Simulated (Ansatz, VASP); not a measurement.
# Two plane-wave programs on Nb4H

```
CELL_PARAMETERS angstrom
2.92702 0.00000 0.00000
0.00000 4.13943 0.00000
0.00000 0.00000 21.25767
ATOMIC_POSITIONS crystal
Nb 0.50000 0.50000 0.18817
Nb 0.00000 0.00000 0.25701
Nb 0.50000 0.50000 0.33064
Nb 0.00000 0.00000 0.38846
H 0.00000 0.00000 0.48771
```

Alike in both runs: task single point; functional LDA; k mesh 9 × 7 × 1; occupations gaussian, width 0.1 eV; no spin polarisation.

|  | VASP | Ansatz |
| --- | --- | --- |
| version | VASP 6.6.1 | Ansatz 0.2.0 |
| potentials or method | VASP PAW LDA potentials, release 64 (Nb_sv, H), cutoff 520 eV | scalar-relativistic, plane waves, PAW |
| valence electrons in the cell | 53 | 53 |

Ansatz gave:

* gap on the k mesh at the Fermi level (eV): none
* rms of the force components (eV/Å): 0.809
* work function, face that differs most (eV): 3.88

Task: Which values does VASP return?

Result: gap on the k mesh at the Fermi level (eV): none; rms of the force components (eV/Å): 0.809; work function, face that differs most (eV): 3.89.

LDA's correlation is that of Perdew and Zunger in VASP and of Perdew and Wang (1992) in Ansatz. Atom by atom the forces differ by 0.001 eV/Å (rms over components). A gap of «none» marks a metal or a gap that the smearing closes.
